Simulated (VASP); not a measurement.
## SnO2: single point with PBE+D3(BJ)

SnO2, a sheet with vacuum:

```
Sn O
1.0
     2.81159    0.00000    0.00000
     0.00000    2.81159    0.00000
     0.00000    0.00000   35.80880
Sn O
2 4
Direct
  0.00000 0.00000 0.23269
  0.50000 0.50000 0.35376
  0.50000 0.50000 0.26548
  0.50000 0.50000 0.19938
  0.00000 0.00000 0.38707
  0.00000 0.00000 0.32097
```

| Item | Value |
| --- | --- |
| Program | VASP 6.6.1 |
| Task | single point |
| Functional | PBE |
| Dispersion | D3(BJ) |
| Potentials or basis | VASP PAW PBE potentials, release 64 (Sn_d, O) |
| Cutoff | 520 eV |
| k mesh | 14 × 14 × 1 |
| Occupations | gaussian, width 0.1 eV |
| Spin | no spin polarisation |

```
Largest force                   : 0.085 eV/Å
Band gap on the k mesh          : zero (band 26 reaches -4.29 eV, above the bottom of band 27 at -4.51 eV)
Dispersion energy per atom      : -0.177 eV
Work function of the upper face : 7.91 eV
Work function of the lower face : 7.91 eV
```

Forces in eV/Å, atoms in the order of the input:
```
Sn   0.000  0.000  0.071
Sn   0.000  0.000 -0.071
O    0.000  0.000  0.031
O    0.000  0.000 -0.085
O    0.000  0.000  0.085
O    0.000  0.000 -0.031
```

Levels at points of the mesh, in eV from the Fermi level:
```tsv
k point	band 24	band 25	band 26	band 27	band 28	band 29
(0.00, 0.00, 0.00)	-0.76	-0.76	-0.69	-0.30	0.69	4.42
(0.50, 0.00, 0.00)	-0.85	-0.27	-0.27	3.18	3.18	4.25
(0.50, 0.50, 0.00)	-2.49	-0.98	-0.98	-0.03	-0.03	5.37
```

Run time: 6.2 min on 1 thread of AMD EPYC 9R45 96-Core Processor (Zen 5), on a shared host, peak memory 0.55 GiB.

Caveat: spin-orbit coupling is left out, which moves the levels of the heavy elements.
